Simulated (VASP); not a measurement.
A run of VASP 6.6.1 is set up as follows.

Contents of INCAR:

```
SYSTEM = AlN
PREC = Accurate
ENCUT = 520
EDIFF = 1E-6
ISMEAR = 0
SIGMA = 0.05
LREAL = .FALSE.
LASPH = .TRUE.
NELM = 80
ALGO = Normal
ISIF = 2
LWAVE = .FALSE.
LCHARG = .FALSE.
GGA = PE
NBANDS = 26
```

Contents of KPOINTS:

```
regular mesh
0
G
  8 6 4
  0 0 0
```

The input POSCAR:

```
AlN
1.0
   -1.6567491617      2.8695737234      0.0000000000
    0.0000000000      0.0000000000      4.1874629526
    4.9702474850      2.8695737234      0.0000000000
Al N
4 4
Direct
    0.5519448583      0.7500000000      0.1586307692
    0.0000000000      0.7500000000      0.6666666667
    0.0000000000      0.2500000000      0.3333333333
    0.5000000000      0.2500000000      0.8333333333
    0.5000000000      0.2500000000      0.1666666667
    0.0000000000      0.2500000000      0.6666666667
    0.0000000000      0.7500000000      0.3333333333
    0.5000000000      0.7500000000      0.8333333333
```

Potentials or basis: VASP PAW PBE potentials, release 64 (Al, N).

Command:

```console
$ cat potpaw_PBE.64/Al/POTCAR potpaw_PBE.64/N/POTCAR > POTCAR
$ mpirun -np 1 vasp_std > vasp.out
```

(1) Estimate the pressure.

(2) Estimate the band gap on the k mesh.

(3) Estimate the largest force.

Results:

(1) 0.9 GPa.

(2) 3.22 eV.

(3) 2.695 eV/Å.

Caveat: the cell differs from its parent crystal (atom 1 (Al) moved by -0.126 Å along [1 0 0] and +0.126 Å along [1 2 0]); the stress differs along the axes, from -1 to 4 GPa; forces of over 1 eV/Å act on the atoms, so gaps and moduli don't describe the material at rest.
